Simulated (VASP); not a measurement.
# ZnO (zincite) (P6_3mc) in VASP: further runs

ZnO (zincite) is run at these levels: r2SCAN, PBEsol; tasks: single point, relaxation of cell and atoms.

Everything below comes from runs of VASP 6.6.1. Logs are shortened: lines on timing, memory, paths and dates and some standing lists are left out, and cuts for length are marked.

**What was measured.**

“Electronic structure of alkaline earth and post-transition metal oxides”, 2009, arxiv:0908.1581 quotes, for a bulk crystal of ZnO: band gap 3.37 eV.

The results are compared with them further down.

## (1) The cell of the first run

It takes space group P6_3mc (No. 186, hexagonal). The conventional cell has a = 3.230 Å, b = 3.230 Å, c = 5.214 Å, α = 90.00°, β = 90.00°, γ = 120.00°. Zn (site symmetry 3m) has 4 O at 1.97 to 1.98 Å within 2.6 Å. Within 2.6 Å of O (site symmetry 3m) lie 4 Zn at 1.97 to 1.98 Å.

## (2) Single point, r2SCAN

File POSCAR:

```
ZnO
1.0
    3.2300572048      0.0000000000      0.0000000000
   -1.6150286024      2.7973115950      0.0000000000
    0.0000000000      0.0000000000      5.2141142705
Zn O
2 2
Direct
    0.3333333333      0.6666666667      0.5000326396
    0.6666666667      0.3333333333      0.0000326396
    0.6666666667      0.3333333333      0.3789773604
    0.3333333333      0.6666666667      0.8789773604
```

File INCAR.step1:

```
SYSTEM = ZnO
PREC = Accurate
ENCUT = 520
ISMEAR = 0
SIGMA = 0.02
LREAL = .FALSE.
LASPH = .TRUE.
NELM = 80
NBANDS = 26
GGA = PE
ALGO = Normal
EDIFF = 1E-4
LWAVE = .TRUE.
LCHARG = .FALSE.
```

File INCAR.step2:

```
SYSTEM = ZnO
PREC = Accurate
ENCUT = 520
EDIFF = 1E-6
ISMEAR = 0
SIGMA = 0.02
LREAL = .FALSE.
LASPH = .TRUE.
NELM = 80
ALGO = Normal
ISIF = 2
LWAVE = .FALSE.
LCHARG = .FALSE.
METAGGA = R2SCAN
LMIXTAU = .TRUE.
NBANDS = 26
ISTART = 1
```

File KPOINTS:

```
regular mesh
0
G
  9 9 6
  0 0 0
```

Potentials or basis: VASP PAW PBE potentials, release 64 (Zn, O).

The run is started by

```
$ cat potpaw_PBE.64/Zn/POTCAR potpaw_PBE.64/O/POTCAR > POTCAR
$ cp INCAR.step1 INCAR
$ mpirun -np 1 vasp_std > vasp.out
$ cp INCAR.step2 INCAR
$ mpirun -np 1 vasp_std > vasp.out
```

OUTCAR:

```text
SYSTEM = ZnO
   PREC = Accurate
   ENCUT = 520
   EDIFF = 1E-6
   ISMEAR = 0
   LREAL = .FALSE.
   LASPH = .TRUE.
   NELM = 80
   ISIF = 2
   METAGGA = R2SCAN
   ISTART = 1

 ion  position               nearest neighbor table
   1  0.333  0.667  0.500-   3 1.97   3 1.97   3 1.97   4 1.98
   2  0.667  0.333  0.000-   4 1.97   4 1.97   4 1.97   3 1.98
   3  0.667  0.333  0.379-   1 1.97   1 1.97   1 1.97   2 1.98
   4  0.333  0.667  0.879-   2 1.97   2 1.97   2 1.97   1 1.98

  LATTYP: Found a hexagonal cell.
 ALAT       =     3.2300572048
 C/A-ratio  =     1.6142482748

  Lattice vectors:

 A1 = (   3.2300572048,   0.0000000000,   0.0000000000)
 A2 = (  -1.6150286024,   2.7973115950,   0.0000000000)
 A3 = (   0.0000000000,   0.0000000000,   5.2141142705)

Analysis of symmetry for initial positions (statically):
=====================================================================
 Subroutine PRICEL returns:
 Original cell was already a primitive cell.

 Routine SETGRP: Setting up the symmetry group for a
 hexagonal supercell.

 Subroutine GETGRP returns: Found 12 space group operations
 (whereof  6 operations were pure point group operations)
 out of a pool of 24 trial point group operations.

The static configuration has the point symmetry C_3v.
 The point group associated with its full space group is C_6v.

Analysis of symmetry for dynamics (positions and initial velocities):
=====================================================================
 Subroutine PRICEL returns:
 Original cell was already a primitive cell.

 Routine SETGRP: Setting up the symmetry group for a
 hexagonal supercell.

 Subroutine GETGRP returns: Found 12 space group operations
 (whereof  6 operations were pure point group operations)
 out of a pool of 24 trial point group operations.

The dynamic configuration has the point symmetry C_3v.
 The point group associated with its full space group is C_6v.

 Subroutine INISYM returns: Found 12 space group operations
 (whereof  6 operations are pure point group operations),
 and found     1 'primitive' translations

----------------------------------------------------------------------------------------

                                     Primitive cell

  volume of cell :      47.1120

  direct lattice vectors                    reciprocal lattice vectors
     3.230057205  0.000000000  0.000000000     0.309592040  0.178743048  0.000000000
    -1.615028602  2.797311595  0.000000000     0.000000000  0.357486096  0.000000000
     0.000000000  0.000000000  5.214114270     0.000000000  0.000000000  0.191787128

  length of vectors
     3.230057205  3.230057205  5.214114270     0.357486095  0.357486096  0.191787128

  position of ions in fractional coordinates (direct lattice)
     0.333333333  0.666666667  0.500032640
     0.666666667  0.333333333  0.000032640
     0.666666667  0.333333333  0.378977360
     0.333333333  0.666666667  0.878977360

  ion indices of the primitive-cell ions
   primitive index   ion index
                 1           1
                 2           2
                 3           3
                 4           4

----------------------------------------------------------------------------------------

 KPOINTS: regular mesh

Automatic generation of k-mesh.
 Grid dimensions read from file:
 generate k-points for:    9    9    6

 Generating k-lattice:

  Cartesian coordinates                     Fractional coordinates (reciprocal lattice)
     0.034399116  0.019860339  0.000000000     0.111111111  0.000000000  0.000000000
     0.000000000  0.039720677  0.000000000     0.000000000  0.111111111  0.000000000
     0.000000000  0.000000000  0.031964521     0.000000000  0.000000000  0.166666667

  Length of vectors
     0.039720677  0.039720677  0.031964521

  Shift w.r.t. Gamma in fractional coordinates (k-lattice)
     0.000000000  0.000000000  0.000000000

 Subroutine IBZKPT returns following result:
 ===========================================

 Found     48 irreducible k-points:

 Following reciprocal coordinates:
            Coordinates               Weight
  0.000000  0.000000  0.000000      1.000000
  0.111111  0.000000  0.000000      6.000000
  0.222222  0.000000  0.000000      6.000000
  0.333333  0.000000  0.000000      6.000000
  0.444444  0.000000  0.000000      6.000000
  0.111111  0.111111  0.000000      6.000000
[... 16 lines left out ...]
  0.333333  0.222222  0.166667     24.000000
  0.333333  0.333333  0.166667      4.000000
 [... further k-points ...]
   k-points           NKPTS =     48   k-points in BZ     NKDIM =     48   number of bands    NBANDS=     26
   number of dos      NEDOS =    301   number of ions     NIONS =      4
   total plane-waves  NPLWV =  23040
   dimension x,y,z NGX =    24 NGY =   24 NGZ =   40
   dimension x,y,z NGXF=    48 NGYF=   48 NGZF=   80
   ions per type =               2   2
   NGX,Y,Z   is equivalent  to a cutoff of  12.35, 12.35, 12.75 a.u.
   NGXF,Y,Z  is equivalent  to a cutoff of  24.70, 24.70, 25.51 a.u.
 SYSTEM =  ZnO
   PREC   = accura    normal or accurate (medium, high low for compatibility)
   ISTART =      1    job   : 0-new  1-cont  2-samecut
   ICHARG =      0    charge: 1-file 2-atom 10-const
   ISPIN  =      1    spin polarized calculation?
   LNONCOLLINEAR =      F non collinear calculations
   LSORBIT =      F    spin-orbit coupling
   LASPH  =      T    aspherical Exc in radial PAW
   ENCUT  =  520.0 eV  38.22 Ry    6.18 a.u.   6.01  6.01  9.69*2*pi/ulx,y,z
   NELM   =     80;   NELMIN=  2; NELMDL=  0     # of ELM steps
   EDIFF  = 0.1E-05   stopping-criterion for ELM
   LREAL  =      F    real-space projection
   EDIFFG = 0.1E-04   stopping-criterion for IOM
   NSW    =      0    number of steps for IOM
   IBRION =     -1    ionic relax: 0-MD 1-quasi-New 2-CG
   NFREE  =      0    steps in history (QN), initial steepest desc. (CG)
   ISIF   =      2    stress and relaxation
   ISYM   =      2    0-nonsym 1-usesym 2-fastsym
   POTIM  = 0.5000    time-step for ionic-motion
   TEBEG  =    0.0;   TEEND  =   0.0 temperature during run
   PSTRESS=    0.0 pullay stress
   NELECT =      36.0000    total number of electrons
   NUPDOWN=      -1.0000    fix difference up-down
   EMIN   =  10.00;   EMAX   =-10.00  energy-range for DOS
   EFERMI =   0.00;   METHOD = LEGACY
   ISMEAR =     0;   SIGMA  =   0.02  broadening in eV -4-tet -1-fermi 0-gaus
   EFERMI_NEDOS =   21; number of points for ismear=-14 and -15
   IALGO  =     38    algorithm
   IMIX   =      4    mixing-type and parameters
     AMIX     =   0.40;   BMIX     =  1.00
     AMIX_MAG =   1.60;   BMIX_MAG =  1.00
  volume/ion in A,a.u.               =      11.78        79.48
  Fermi-wavevector in a.u.,A,eV,Ry     =   1.496690  2.828334 30.478143  2.240080
  Thomas-Fermi vector in A             =   2.608674
   LORBIT       =      0    0 simple, 1 ext, 2 COOP (PROOUT), +10 PAW based schemes
   METAGGA = R2SCAN    functional components
   LHFCALC =     F    Hartree Fock is set to
   AEXX    =    0.0000 exact exchange contribution
   IVDW    =     0    specifies the selected vdW correction
   LEPSILON=     F    determine dielectric tensor
   LRPA    =     F    only Hartree local field effects (RPA)
 non-spin polarized calculation
 Gauss-broadening in eV      SIGMA  =   0.02
  energy-cutoff  :      520.00
  volume of cell :       47.11
 maximum number of plane-waves:      1290
   NGX = 13   NGY = 13   NGZ = 19

 number of electron      36.0000013 magnetization

 Free energy of the ion-electron system (eV)
  ---------------------------------------------------
  ext. energy  EPLUGINS =         0.00000000
  ---------------------------------------------------
  free energy    TOTEN  =       -36.31630129 eV

  energy without entropy =      -36.31630129  energy(sigma->0) =      -36.31630129

 E-fermi :   1.0598     XC(G=0): -11.7221

 val. band max:        0.9444186547   @ k =   0.0000   0.0000   0.0000
 cond. band min:       2.1807493283   @ k =   0.0000   0.0000   0.0000
 fundamental gap:      1.2363306736
 Fermi energy:         1.0597515490

 k-point     1 :       0.0000    0.0000    0.0000
  band No.  band energies     occupation
      1     -18.2246      2.00000
      2     -17.5272      2.00000
      3      -4.9266      2.00000
      4      -4.9265      2.00000
      5      -4.8796      2.00000
      6      -4.8422      2.00000
[... 18 lines left out ...]
     25      16.0989      0.00000
     26      16.0990      0.00000

 k-point     2 :       0.1111    0.0000    0.0000
  band No.  band energies     occupation
      1     -18.1588      2.00000
      2     -17.4979      2.00000
      3      -5.0013      2.00000
      4      -4.8856      2.00000
      5      -4.8373      2.00000
      6      -4.7676      2.00000
[... 18 lines left out ...]
     25      16.0438      0.00000
     26      16.2496      0.00000

 k-point     3 :       0.2222    0.0000    0.0000
  band No.  band energies     occupation
      1     -17.9835      2.00000
      2     -17.4276      2.00000
      3      -5.1453      2.00000
      4      -4.8196      2.00000
      5      -4.7886      2.00000
      6      -4.6779      2.00000
[... 18 lines left out ...]
     25      15.1924      0.00000
     26      16.1655      0.00000

 k-point     4 :       0.3333    0.0000    0.0000
  band No.  band energies     occupation
      1     -17.7613      2.00000
      2     -17.3619      2.00000
      3      -5.2209      2.00000
      4      -4.8619      2.00000
      5      -4.6974      2.00000
      6      -4.4937      2.00000
[... 18 lines left out ...]
     25      15.2220      0.00000
     26      16.0160      0.00000

 k-point     5 :       0.4444    0.0000    0.0000
  band No.  band energies     occupation
      1     -17.5874      2.00000
      2     -17.3428      2.00000
      3      -5.1689      2.00000
      4      -4.9146      2.00000
      5      -4.6525      2.00000
      6      -4.3009      2.00000
[... 18 lines left out ...]
     25      14.9818      0.00000
     26      16.1925      0.00000

 k-point     6 :       0.1111    0.1111    0.0000
  band No.  band energies     occupation
      1     -18.0381      2.00000
      2     -17.4481      2.00000
      3      -5.0751      2.00000
      4      -4.8842      2.00000
      5      -4.7756      2.00000
      6      -4.7260      2.00000
[... 427 lines left out ...]
 k-point    21 :       0.4444    0.1111    0.1667
  band No.  band energies     occupation
      1     -17.5202      2.00000
      2     -17.3559      2.00000
      3      -5.1298      2.00000
      4      -4.9182      2.00000
      5      -4.6480      2.00000
      6      -4.3395      2.00000
[... 18 lines left out ...]
     25      14.5248      0.00000
     26      15.8653      0.00000

 k-point    22 :       0.2222    0.2222    0.1667
  band No.  band energies     occupation
      1     -17.6316      2.00000
      2     -17.3621      2.00000
      3      -5.0378      2.00000
      4      -4.9727      2.00000
      5      -4.6112      2.00000
      6      -4.5454      2.00000
[... 18 lines left out ...]
     25      13.6106      0.00000
     26      16.9610      0.00000

 k-point    23 :       0.3333    0.2222    0.1667
  band No.  band energies     occupation
      1     -17.4891      2.00000
      2     -17.3561      2.00000
      3      -4.9934      2.00000
      4      -4.7771      2.00000
      5      -4.6113      2.00000
      6      -4.4297      2.00000
[... 18 lines left out ...]
     25      14.4050      0.00000
     26      16.0669      0.00000

 k-point    24 :       0.3333    0.3333    0.1667
  band No.  band energies     occupation
      1     -17.3972      2.00000
      2     -17.3972      2.00000
      3      -4.9313      2.00000
      4      -4.6389      2.00000
      5      -4.6389      2.00000
      6      -4.3078      2.00000
[... 18 lines left out ...]
     25      15.0527      0.00000
     26      16.3305      0.00000

 [... further k-points ...]

------------------------ aborting loop because EDIFF is reached ----------------------------------------

  FORCE on cell =-STRESS in cart. coord.  units (eV):
  Direction    XX          YY          ZZ          XY          YZ          ZX
  --------------------------------------------------------------------------------------
  -------------------------------------------------------------------------------------
  Total        0.4260530      0.4260530      0.4044485     -0.0000000      0.0000000      0.0000000
  in kB       14.4891395     14.4891395     13.7544173     -0.0000000      0.0000000      0.0000000
  external PRESSURE =      14.2442321 kB  Pullay stress =       0.0000000 kB

 VOLUME and BASIS-vectors are now :
 -----------------------------------------------------------------------------
  energy-cutoff  :      520.00
  volume of cell :       47.11
      direct lattice vectors                 reciprocal lattice vectors
     3.230057205  0.000000000  0.000000000     0.309592040  0.178743048  0.000000000
    -1.615028602  2.797311595  0.000000000     0.000000000  0.357486096  0.000000000
     0.000000000  0.000000000  5.214114270     0.000000000  0.000000000  0.191787128

 POSITION                                       TOTAL-FORCE (eV/Angst)
 -----------------------------------------------------------------------------------
     -0.00000      1.86487      2.60723         0.000000      0.000000     -0.014568
      1.61503      0.93244      0.00017        -0.000000      0.000000     -0.014568
      1.61503      0.93244      1.97603         0.000000     -0.000000      0.014568
     -0.00000      1.86487      4.58309         0.000000      0.000000      0.014568
 -----------------------------------------------------------------------------------
    total drift:                                0.000001      0.000001     -0.076020

  FREE ENERGIE OF THE ION-ELECTRON SYSTEM (eV)
  ---------------------------------------------------
  free  energy   TOTEN  =       -36.3163012944 eV

  energy  without entropy=      -36.3163012944  energy(sigma->0) =      -36.31630129
```

It took 2.2 min on 1 thread of Intel Xeon Platinum 8259CL at 2.50GHz (Skylake/Cascade Lake), shared host; peak memory 0.19 GiB.

What came out:

```
Free energy            : -36.3163 eV
Pressure               : 1.4 GPa
Largest force          : 0.015 eV/Å
Band gap on the k mesh : 1.24 eV, direct
```

Forces in eV/Å, atoms in the order of the input:
```
Zn   0.000  0.000 -0.015
Zn   0.000  0.000 -0.015
O    0.000  0.000  0.015
O    0.000  0.000  0.015
```

Levels at points of the mesh, in eV from the valence-band top:
| k point | band 16 | band 17 | band 18 | band 19 | band 20 | band 21 |
| --- | --- | --- | --- | --- | --- | --- |
| (0.00, 0.00, 0.00) | -0.10 | 0.00 | 0.00 | 1.24 | 5.89 | 8.82 |
| (0.00, 0.00, 0.50) | -0.41 | -0.41 | -0.41 | 3.94 | 3.94 | 10.83 |

Caveat: the PAW data sets were made with another functional, which shifts forces and pressure a little.

## (3) Relaxation of cell and atoms, PBEsol

This run uses another cell than the first one, of 11.90 Å³/atom, 1.010 times its volume.

File INCAR:

```
SYSTEM = ZnO
PREC = Accurate
ENCUT = 600
EDIFF = 1E-6
ISMEAR = 0
SIGMA = 0.02
LREAL = .FALSE.
LASPH = .TRUE.
NELM = 80
ALGO = Normal
ISIF = 3
LWAVE = .FALSE.
LCHARG = .FALSE.
GGA = PS
IBRION = 2
NSW = 100
EDIFFG = -0.005
```

KPOINTS is that of step 2.

File POSCAR:

```
ZnO
1.0
    3.2493080000      0.0000000000      0.0000000000
   -1.6246540000      2.8139832727      0.0000000000
    0.0000000000      0.0000000000      5.2057090000
Zn O
2 2
Direct
    0.3333333333      0.6666666667      0.5000000000
    0.6666666667      0.3333333333      0.0000000000
    0.6666666667      0.3333333333      0.3790100000
    0.3333333333      0.6666666667      0.8790100000
```

Potentials or basis: VASP PAW PBE potentials, release 64 (Zn, O).

The run is started by

```
$ cat potpaw_PBE.64/Zn/POTCAR potpaw_PBE.64/O/POTCAR > POTCAR
$ mpirun -np 1 vasp_std > vasp.out
```

It took 3.7 min on 1 thread of Intel Xeon 6975P-C, shared host; peak memory 0.21 GiB.

Results (log left out):

* Free energy: -19.4157 eV
* Relaxed volume: 11.84 Å³/atom
* Relaxed cell: a = 3.236 Å, b = 3.236 Å, c = 5.222 Å, α = 90.00°, β = 90.00°, γ = 120.00°
* Space group after relaxing (to 0.05 Å): P6_3mc (No. 186)
* Energy gained by relaxing: 0.4 meV/atom
* Ionic steps: 9
* Pressure after relaxing: 0.0 GPa
* Band gap on the k mesh: 0.68 eV, direct

Stress tensor (GPa, compression positive):
```
-0.03  0.00  0.00
 0.00 -0.03  0.00
 0.00  0.00  0.06
```

Step by step:
| step | energy change (eV) | largest force (eV/Å) | pressure (GPa) | volume (Å³) |
| --- | --- | --- | --- | --- |
| 1 | 0.0000 | 0.0650 | -0.67 | 47.60 |
| 2 | -0.0014 | 0.0327 | 0.42 | 47.26 |
| 3 | -0.0016 | 0.0059 | 0.06 | 47.35 |
| 4 | -0.0016 | 0.0080 | 0.18 | 47.34 |
| 5 | -0.0017 | 0.0183 | -0.09 | 47.40 |
| 6 | -0.0017 | 0.0144 | -0.05 | 47.38 |
| 7 | -0.0017 | 0.0104 | 0.00 | 47.37 |
| 8 | -0.0017 | 0.0000 | 0.04 | 47.36 |
| 9 | -0.0017 | 0.0018 | 0.00 | 47.36 |

Final structure:
```
CELL_PARAMETERS angstrom
3.23594 0.00000 0.00000
-1.61797 2.80241 0.00000
0.00000 0.00000 5.22222
ATOMIC_POSITIONS crystal
Zn 0.33333 0.66667 0.50003
Zn 0.66667 0.33333 0.00003
O 0.66667 0.33333 0.37898
O 0.33333 0.66667 0.87898
```

Levels at points of the mesh, in eV from the valence-band top:
```
           k point  band 14  band 15  band 16  band 17  band 18  band 19  band 20  band 21  band 22
(0.00, 0.00, 0.00)    -0.81    -0.81    -0.09     0.00     0.00     0.68     5.14     8.09    12.81
(0.00, 0.00, 0.50)    -2.27    -0.40    -0.40    -0.40    -0.40     3.37     3.37     9.94     9.94
```

Caveat: the PAW data sets were made with another functional, which shifts forces and pressure a little.

## (4) Against experiment

Step 2. Measured gap of ZnO: 3.37 eV (quoted in “Electronic structure of alkaline earth and post-transition metal oxides”, 2009, arxiv:0908.1581). This calculation gives 1.24 eV (-2.13 eV). So large a miss can be the level of theory's own, or it may mean another phase, state or a wrong row. The value is that of r2SCAN, without temperature or zero-point motion.
